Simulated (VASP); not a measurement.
# Tb3Si2F (P6/mmm) in VASP: relaxation of cell and atoms with PBE

Aim: the relaxation of cell and atoms of Tb3Si2F with PBE.

All numbers are computed with VASP 6.6.1; they aren't measurements. Logs are shortened: lines on timing, memory, paths and dates and some standing lists are left out, and cuts for length are marked.

### 1 The cell of the first run

The structure is hexagonal, space group P6/mmm (No. 191). The conventional cell has a = 4.711 Å, b = 4.711 Å, c = 10.815 Å, α = 90.00°, β = 90.00°, γ = 120.00°. Tb (site symmetry 6mm) has 1 F at 2.14 Å within 2.8 Å. Tb (site symmetry 6/mmm) has 6 Si at 2.72 Å and 2 Tb at 3.26 Å within 3.6 Å. Si (site symmetry -6m2) has 3 Tb at 2.72 Å and 3 Si at 2.72 Å within 3.6 Å. Within 2.8 Å of F (site symmetry 6/mmm) lie 2 Tb at 2.14 Å.

The cell was generated, and may not be a known phase.

### 2 Relaxation of cell and atoms, PBE

INCAR reads:

```
PREC = Accurate ; ENCUT = 600
EDIFF = 1E-7 ; ISMEAR = 0
SIGMA = 0.1 ; LREAL = F
LASPH = T ; NELM = 200
ALGO = Normal ; ISIF = 3
LWAVE = F ; LCHARG = F
GGA = PE ; IBRION = 2
NSW = 100 ; EDIFFG = -0.01
GGA_COMPAT = F ; NELMIN = 4
LMAXMIX = 6
```

KPOINTS reads:

```
Automatic mesh
0
Gamma
  12 12 4
```

POSCAR reads:

```
Tb3Si2F
1.0
    4.7107425029      0.0000000000      0.0000000000
   -2.3553712514      4.0796226782      0.0000000000
    0.0000000000      0.0000000000     10.8153798826
Tb Si F
3 2 1
Direct
    0.0000000000      0.0000000000      0.1981151080
    0.0000000000      0.0000000000      0.8018848920
    0.0000000000      0.0000000000      0.5000000000
    0.3333333333      0.6666666667      0.5000000000
    0.6666666667      0.3333333333      0.5000000000
    0.0000000000      0.0000000000      0.0000000000
```

Potentials or basis: VASP PAW PBE potentials, release 64 (Tb_3, Si, F), 4f in core.

Launch:

```bash
$ cat potpaw_PBE.64/Tb_3/POTCAR potpaw_PBE.64/Si/POTCAR potpaw_PBE.64/F/POTCAR > POTCAR
$ mpirun -np 1 vasp_std > vasp.out
```

OUTCAR:

```text
PREC = Accurate
   ENCUT = 600
   EDIFF = 1E-7
   ISMEAR = 0
   LREAL = F
   LASPH = T
   NELM = 200
   ISIF = 3
   GGA = PE
   IBRION = 2
   NSW = 100
   EDIFFG = -0.01
   NELMIN = 4

 ion  position               nearest neighbor table
   1  0.000  0.000  0.198-   6 2.14   3 3.26
   2  0.000  0.000  0.802-   6 2.14   3 3.26
   3  0.000  0.000  0.500-   4 2.72   5 2.72   4 2.72   5 2.72   5 2.72   4 2.72   1 3.26   2 3.26

   4  0.333  0.667  0.500-   3 2.72   5 2.72   5 2.72   3 2.72   3 2.72   5 2.72
   5  0.667  0.333  0.500-   3 2.72   4 2.72   4 2.72   3 2.72   3 2.72   4 2.72
   6  0.000  0.000  0.000-   1 2.14   2 2.14

  LATTYP: Found a hexagonal cell.
 ALAT       =     4.7107425029
 C/A-ratio  =     2.2958970642

  Lattice vectors:

 A1 = (   4.7107425029,   0.0000000000,   0.0000000000)
 A2 = (  -2.3553712514,   4.0796226782,   0.0000000000)
 A3 = (   0.0000000000,   0.0000000000,  10.8153798826)

Analysis of symmetry for initial positions (statically):
=====================================================================
 Subroutine PRICEL returns:
 Original cell was already a primitive cell.

 Routine SETGRP: Setting up the symmetry group for a
 hexagonal supercell.

 Subroutine GETGRP returns: Found 24 space group operations
 (whereof 24 operations were pure point group operations)
 out of a pool of 24 trial point group operations.

The static configuration has the point symmetry D_6h.

Analysis of symmetry for dynamics (positions and initial velocities):
=====================================================================
 Subroutine PRICEL returns:
 Original cell was already a primitive cell.

 Routine SETGRP: Setting up the symmetry group for a
 hexagonal supercell.

 Subroutine GETGRP returns: Found 24 space group operations
 (whereof 24 operations were pure point group operations)
 out of a pool of 24 trial point group operations.

The dynamic configuration has the point symmetry D_6h.

 Subroutine INISYM returns: Found 24 space group operations
 (whereof 24 operations are pure point group operations),
 and found     1 'primitive' translations

----------------------------------------------------------------------------------------

                                     Primitive cell

  volume of cell :     207.8505

  direct lattice vectors                    reciprocal lattice vectors
     4.710742503  0.000000000  0.000000000     0.212280760  0.122560354  0.000000000
    -2.355371251  4.079622678  0.000000000     0.000000000  0.245120708  0.000000000
     0.000000000  0.000000000 10.815379883     0.000000000  0.000000000  0.092460922

  length of vectors
     4.710742503  4.710742503 10.815379883     0.245120708  0.245120708  0.092460922

  position of ions in fractional coordinates (direct lattice)
     0.000000000  0.000000000  0.198115108
     0.000000000  0.000000000  0.801884892
     0.000000000  0.000000000  0.500000000
     0.333333333  0.666666667  0.500000000
     0.666666667  0.333333333  0.500000000
     0.000000000  0.000000000  0.000000000

  ion indices of the primitive-cell ions
   primitive index   ion index
                 1           1
                 2           2
                 3           3
                 4           4
                 5           5
                 6           6

----------------------------------------------------------------------------------------

 KPOINTS: Automatic mesh

Automatic generation of k-mesh.
 Grid dimensions read from file:
 generate k-points for:   12   12    4

 Generating k-lattice:

  Cartesian coordinates                     Fractional coordinates (reciprocal lattice)
     0.017690063  0.010213363  0.000000000     0.083333333  0.000000000  0.000000000
     0.000000000  0.020426726  0.000000000     0.000000000  0.083333333  0.000000000
     0.000000000  0.000000000  0.023115231     0.000000000  0.000000000  0.250000000

  Length of vectors
     0.020426726  0.020426726  0.023115231

  Shift w.r.t. Gamma in fractional coordinates (k-lattice)
     0.000000000  0.000000000  0.000000000

 Subroutine IBZKPT returns following result:
 ===========================================

 Found     57 irreducible k-points:

 Following reciprocal coordinates:
            Coordinates               Weight
  0.000000  0.000000  0.000000      1.000000
  0.083333 -0.000000  0.000000      6.000000
  0.166667  0.000000  0.000000      6.000000
  0.250000  0.000000  0.000000      6.000000
  0.333333  0.000000  0.000000      6.000000
  0.416667  0.000000  0.000000      6.000000
[... 16 lines left out ...]
  0.250000  0.000000  0.250000     12.000000
  0.333333  0.000000  0.250000     12.000000
 [... further k-points ...]
   k-points           NKPTS =     57   k-points in BZ     NKDIM =     57   number of bands    NBANDS=     25
   number of dos      NEDOS =    301   number of ions     NIONS =      6
   total plane-waves  NPLWV = 144000
   dimension x,y,z NGX =    40 NGY =   40 NGZ =   90
   dimension x,y,z NGXF=    80 NGYF=   80 NGZF=  180
   ions per type =               3   2   1
   NGX,Y,Z   is equivalent  to a cutoff of  14.12, 14.12, 13.83 a.u.
   NGXF,Y,Z  is equivalent  to a cutoff of  28.23, 28.23, 27.67 a.u.
 SYSTEM =  unknown system
   PREC   = accura    normal or accurate (medium, high low for compatibility)
   ISTART =      0    job   : 0-new  1-cont  2-samecut
   ICHARG =      2    charge: 1-file 2-atom 10-const
   ISPIN  =      1    spin polarized calculation?
   LNONCOLLINEAR =      F non collinear calculations
   LSORBIT =      F    spin-orbit coupling
   LASPH  =      T    aspherical Exc in radial PAW
   ENCUT  =  600.0 eV  44.10 Ry    6.64 a.u.   9.41  9.41 21.60*2*pi/ulx,y,z
   NELM   =    200;   NELMIN=  4; NELMDL= -5     # of ELM steps
   EDIFF  = 0.1E-06   stopping-criterion for ELM
   LREAL  =      F    real-space projection
   EDIFFG = -.1E-01   stopping-criterion for IOM
   NSW    =    100    number of steps for IOM
   IBRION =      2    ionic relax: 0-MD 1-quasi-New 2-CG
   NFREE  =      1    steps in history (QN), initial steepest desc. (CG)
   ISIF   =      3    stress and relaxation
   ISYM   =      2    0-nonsym 1-usesym 2-fastsym
   POTIM  = 0.5000    time-step for ionic-motion
   TEBEG  =    0.0;   TEEND  =   0.0 temperature during run
   PSTRESS=    0.0 pullay stress
   NELECT =      42.0000    total number of electrons
   NUPDOWN=      -1.0000    fix difference up-down
   EMIN   =  10.00;   EMAX   =-10.00  energy-range for DOS
   EFERMI =   0.00;   METHOD = LEGACY
   ISMEAR =     0;   SIGMA  =   0.10  broadening in eV -4-tet -1-fermi 0-gaus
   EFERMI_NEDOS =   21; number of points for ismear=-14 and -15
   IALGO  =     38    algorithm
   IMIX   =      4    mixing-type and parameters
     AMIX     =   0.40;   BMIX     =  1.00
     AMIX_MAG =   1.60;   BMIX_MAG =  1.00
  volume/ion in A,a.u.               =      34.64       233.77
  Fermi-wavevector in a.u.,A,eV,Ry     =   0.960670  1.815403 12.556637  0.922887
  Thomas-Fermi vector in A             =   2.089975
   LORBIT       =      0    0 simple, 1 ext, 2 COOP (PROOUT), +10 PAW based schemes
   GGA     = PE    functional components
   LHFCALC =     F    Hartree Fock is set to
   AEXX    =    0.0000 exact exchange contribution
   IVDW    =     0    specifies the selected vdW correction
   LEPSILON=     F    determine dielectric tensor
   LRPA    =     F    only Hartree local field effects (RPA)
 conjugate gradient relaxation of ions
 non-spin polarized calculation
 Gauss-broadening in eV      SIGMA  =   0.10
  energy-cutoff  :      600.00
  volume of cell :      207.85
 maximum number of plane-waves:      6979
 NGX is ok and might be reduce to    40
   NGX = 19   NGY = 19   NGZ = 43

--------------------------------------- Ionic step        1  -------------------------------------------

 number of electron      42.0000001 magnetization

 Free energy of the ion-electron system (eV)
  ---------------------------------------------------
  ext. energy  EPLUGINS =         0.00000000
  ---------------------------------------------------
  free energy    TOTEN  =       -26.31884161 eV

  energy without entropy =      -26.27386625  energy(sigma->0) =      -26.29635393

------------------------ aborting loop because EDIFF is reached ----------------------------------------

  FORCE on cell =-STRESS in cart. coord.  units (eV):
  Direction    XX          YY          ZZ          XY          YZ          ZX
  --------------------------------------------------------------------------------------
  -------------------------------------------------------------------------------------
  Total        0.4810497      0.4810497      1.1209914      0.0000000      0.0000000     -0.0000000
  in kB        3.7080823      3.7080823      8.6409547      0.0000000      0.0000000     -0.0000000
  external PRESSURE =       5.3523731 kB  Pullay stress =       0.0000000 kB
[... 305 lines left out ...]
  energy  without entropy=      -26.2809756146  energy(sigma->0) =      -26.30412829

--------------------------------------- Ionic step        9  -------------------------------------------

 number of electron      41.9999997 magnetization

 Free energy of the ion-electron system (eV)
  ---------------------------------------------------
  ext. energy  EPLUGINS =         0.00000000
  ---------------------------------------------------
  free energy    TOTEN  =       -26.32725937 eV

  energy without entropy =      -26.28129317  energy(sigma->0) =      -26.30427627

 E-fermi :   2.2675     XC(G=0):  -8.0236

 val. band max:        2.2669177742   @ k =   0.4167   0.0833   0.0000
 cond. band min:       2.2686083746   @ k =   0.1667   0.1667   0.0000
 fundamental gap:      0.0016906004
 Fermi energy:         2.2675355290

 k-point     1 :       0.0000    0.0000    0.0000
  band No.  band energies     occupation
      1     -24.6839      2.00000
      2     -22.4794      2.00000
      3     -22.3841      2.00000
      4     -22.3841      2.00000
      5     -22.3789      2.00000
      6     -22.3789      2.00000
[... 661 lines left out ...]
     24       2.7554      0.00000
     25       2.9099      0.00000

 [... further k-points ...]

------------------------ aborting loop because EDIFF is reached ----------------------------------------

  FORCE on cell =-STRESS in cart. coord.  units (eV):
  Direction    XX          YY          ZZ          XY          YZ          ZX
  --------------------------------------------------------------------------------------
  -------------------------------------------------------------------------------------
  Total        0.0299212      0.0299212      0.0528443      0.0000000      0.0000000     -0.0000000
  in kB        0.2277341      0.2277341      0.4022042      0.0000000      0.0000000     -0.0000000
  external PRESSURE =       0.2858908 kB  Pullay stress =       0.0000000 kB
[... 21 lines left out ...]
  FREE ENERGIE OF THE ION-ELECTRON SYSTEM (eV)
  ---------------------------------------------------
  free  energy   TOTEN  =       -26.3272593734 eV

  energy  without entropy=      -26.2812931656  energy(sigma->0) =      -26.30427627

 reached required accuracy - stopping structural energy minimisation
```

Run time: 40 min. Hardware: 1 thread of Intel Xeon Platinum 8259CL at 2.50GHz (Skylake/Cascade Lake), shared host; peak memory 0.62 GiB.

Results:

* Free energy: -26.3273 eV
* Relaxed volume: 35.08 Å³/atom
* Relaxed cell: a = 4.734 Å, b = 4.734 Å, c = 10.845 Å, α = 90.00°, β = 90.00°, γ = 120.00°
* Space group after relaxing (to 0.1 Å): P6/mmm (No. 191)
* Energy gained by relaxing: 1.4 meV/atom
* Ionic steps: 9
* Pressure after relaxing: 0.0 GPa
* Largest force after relaxing: 0.007 eV/Å
* Band gap on the k mesh: zero (bands 21 and 22 overlap by 0.40 eV)

Forces in eV/Å, atoms in the order of the input:
```
Tb   0.000  0.000 -0.007
Tb   0.000  0.000  0.007
Tb   0.000  0.000  0.000
Si   0.000  0.000  0.000
Si   0.000  0.000  0.000
F    0.000  0.000  0.000
```

The path:
| step | energy change (eV) | largest force (eV/Å) | pressure (GPa) | volume (Å³) |
| --- | --- | --- | --- | --- |
| 1 | 0.0000 | 0.2422 | 0.54 | 207.85 |
| 2 | -0.0071 | 0.0430 | -0.08 | 211.35 |
| 3 | -0.0076 | 0.0134 | 0.04 | 210.60 |
| 4 | -0.0082 | 0.0228 | 0.00 | 211.06 |
| 5 | -0.0083 | 0.0258 | -0.03 | 211.21 |
| 6 | -0.0083 | 0.0271 | -0.03 | 211.27 |
| 7 | -0.0084 | 0.0202 | -0.02 | 211.12 |
| 8 | -0.0084 | 0.0111 | 0.00 | 210.91 |
| 9 | -0.0084 | 0.0071 | 0.03 | 210.50 |

Final structure:
```yaml
crystal:
  lattice:
    - [4.73423, 0.00000, 0.00000]
    - [-2.36711, 4.09996, 0.00000]
    - [0.00000, 0.00000, 10.84509]
  atoms:
    - { symbol: Tb, position: [0.00000, 0.00000, 0.19984] }
    - { symbol: Tb, position: [0.00000, 0.00000, 0.80016] }
    - { symbol: Tb, position: [0.00000, 0.00000, 0.50000] }
    - { symbol: Si, position: [0.33333, 0.66667, 0.50000] }
    - { symbol: Si, position: [0.66667, 0.33333, 0.50000] }
    - { symbol: F, position: [0.00000, 0.00000, 0.00000] }
```

Levels at points of the mesh, in eV from the Fermi level:
| k point | band 17 | band 18 | band 19 | band 20 | band 21 | band 22 | band 23 | band 24 | band 25 |
| --- | --- | --- | --- | --- | --- | --- | --- | --- | --- |
| (0.00, 0.00, 0.00) | -3.49 | -3.42 | -2.60 | -0.83 | -0.47 | 0.59 | 0.59 | 0.75 | 0.75 |
| (0.50, 0.00, 0.00) | -2.60 | -2.02 | -1.30 | -0.91 | -0.05 | 0.08 | 0.10 | 0.57 | 0.73 |
| (0.00, 0.00, 0.50) | -3.55 | -3.49 | -2.19 | -1.42 | -0.02 | 0.67 | 0.67 | 0.78 | 0.78 |
| (0.50, 0.00, 0.50) | -2.60 | -1.99 | -1.43 | -0.62 | 0.10 | 0.20 | 0.29 | 0.43 | 0.62 |

Caveat: spin-orbit coupling is left out, which moves the levels of the heavy elements; the 4f electrons are frozen in the core, so they carry no moment and show no levels; the run has no spin polarisation, though such a crystal can be magnetic.
